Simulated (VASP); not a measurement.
Runs of VASP 6.6.1 on Cu. The structure is that of space group Pm-3m (No. 221), or close to it. The cells are those of the table. 

| task | cell | cutoff (eV) | gap on the mesh (eV) | pressure (GPa) |
| --- | --- | --- | --- | --- |
| relaxation of cell and atoms | relaxed to 60 GPa from a = 2.350 Å, 1 atom | 600 | none | 59.7 |
| single point | a = 2.165 Å, 1 atom | 520 | none | 60.7 |
| single point | a = 2.358 Å, 1 atom | 520 | none | 0.7 |
| relaxation of cell and atoms | relaxed to 40 GPa from a = 2.350 Å, 1 atom | 600 | none | 40.0 |
| single point | a = 2.208 Å, 1 atom | 520 | none | (a) |
| relaxation of cell and atoms | relaxed to 20 GPa from a = 2.350 Å, 1 atom | 600 | none | 19.8 |
| single point | a = 2.267 Å, 1 atom | 520 | none | 20.6 |
| relaxation of cell and atoms | relaxed from a = 2.350 Å, 1 atom | 600 | none | 0.0 |

Alike in all rows: level PBEsol; potentials or basis VASP PAW PBE potentials, release 64 (Cu); no spin polarisation; k mesh 10 × 10 × 10; smearing methfessel-paxton 0.05 eV.

Task: Estimate the missing entries.

Result: (a) 40.7.

Caveats: the PAW data sets were made with another functional, which shifts forces and pressure a little; the cell is relaxed towards a set pressure, so the enthalpy falls and the energy may rise (some runs).

A gap of «none» marks levels without a gap at the run's occupations.
